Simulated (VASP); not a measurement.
Write the native input for VASP 6.6.1 that does the following.

| Property | Result |
| --- | --- |
| Task | single point |
| Functional | r2SCAN |
| Potentials or basis | VASP PAW PBE potentials, release 64 (Ga_d, N) |
| Cutoff | 520 eV |
| k mesh | 10 × 10 × 6 |
| Occupations | fermi-dirac, width 0.08 eV |
| Spin | no spin polarisation |
| Dipole correction | no |
| Further INCAR settings | ALGO = Normal; EDIFF = 1e-06; NBANDS = 26 |

Crystal: GaN.

```xyz
4
Lattice="3.1831 0.0000 0.0000 -1.5916 2.7566 0.0000 0.0000 0.0000 5.1836" Properties=species:S:1:pos:R:3 pbc="T T T"
Ga    0.0000    1.8378   -0.0046
Ga    1.5916    0.9189    2.5872
N     0.0000    1.8378    1.9485
N     1.5916    0.9189    4.5402
```

The input as run:

POSCAR

```
GaN
1.0
    3.1831025598      0.0000000000      0.0000000000
   -1.5915512799      2.7566476796      0.0000000000
    0.0000000000      0.0000000000      5.1835786652
Ga N
2 2
Direct
    0.3333333333      0.6666666667     -0.0008903619
    0.6666666667      0.3333333333      0.4991096381
    0.3333333333      0.6666666667      0.3758903619
    0.6666666667      0.3333333333      0.8758903619
```

INCAR.step1

```
PREC = Accurate
ENCUT = 520
ISMEAR = -1
SIGMA = 0.08
LREAL = False
LASPH = True
NELM = 80
NBANDS = 26
GGA = PE
ALGO = Normal
EDIFF = 1E-4
LWAVE = True
LCHARG = False
```

INCAR.step2

```
PREC = Accurate
ENCUT = 520
EDIFF = 1E-6
ISMEAR = -1
SIGMA = 0.08
LREAL = False
LASPH = True
NELM = 80
ALGO = Normal
ISIF = 2
LWAVE = False
LCHARG = True
METAGGA = R2SCAN
LMIXTAU = True
LELF = True
LVHAR = True
NBANDS = 26
ISTART = 1
```

KPOINTS

```
regular mesh
0
Gamma
  10 10 6
```

Potentials or basis: VASP PAW PBE potentials, release 64 (Ga_d, N).

Launch:

```console
$ cat potpaw_PBE.64/Ga_d/POTCAR potpaw_PBE.64/N/POTCAR > POTCAR
$ cp INCAR.step1 INCAR
$ mpirun -np 1 vasp_std > vasp.out
$ cp INCAR.step2 INCAR
$ mpirun -np 1 vasp_std > vasp.out
```

Results of the run:

The pressure is 1.1 GPa. The largest force is 0.005 eV/Å and the band gap on the k mesh is 2.34 eV, direct.

Caveat: the PAW data sets were made with another functional, which shifts forces and pressure a little.

Run time: 87 s on 1 thread of Intel(R) Xeon(R) 6975P-C (Granite Rapids) (shared host), peak memory 0.2 GiB.
